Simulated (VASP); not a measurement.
A run of VASP 6.6.1:

Contents of POSCAR:

```
CdIn
1.0
    3.1401147899      0.0000000000      0.0000000000
   -1.5700573950      2.7194191789      0.0000000000
    0.0000000000      0.0000000000      5.7718479700
Cd In
1 1
Direct
    0.0000000000      0.0000000000      0.5000000000
    0.6666666700      0.3333333300      0.0000000000
```

Contents of INCAR.step1:

```
PREC = Accurate
ENCUT = 520
ISMEAR = 0
SIGMA = 0.1
LREAL = False
LASPH = True
NELM = 100
NBANDS = 20
GGA = PE
ALGO = Normal
EDIFF = 1E-4
LWAVE = True
LCHARG = False
```

Contents of INCAR.step2:

```
PREC = Accurate
ENCUT = 520
EDIFF = 1E-6
ISMEAR = 0
SIGMA = 0.1
LREAL = False
LASPH = True
NELM = 100
ALGO = Normal
ISIF = 2
LWAVE = False
LCHARG = False
METAGGA = R2SCAN
LMIXTAU = True
NBANDS = 20
ISTART = 1
```

The input KPOINTS:

```
regular mesh
0
Gamma
  6 6 4
```

Potentials or basis: VASP PAW PBE potentials, release 64 (Cd, In_d).

The run is started by

```bash
$ cat potpaw_PBE.64/Cd/POTCAR potpaw_PBE.64/In_d/POTCAR > POTCAR
$ cp INCAR.step1 INCAR
$ mpirun -np 1 vasp_std > vasp.out
$ cp INCAR.step2 INCAR
$ mpirun -np 1 vasp_std > vasp.out
```

Hardware: 1 thread of Intel(R) Xeon(R) Platinum 8488C (Sapphire Rapids), with other jobs on the host.

How long does it take, and how much memory?

Run time: 42 s on 1 thread of Intel(R) Xeon(R) Platinum 8488C (Sapphire Rapids) (shared host), peak memory 0.18 GiB. Counts: k points 21.
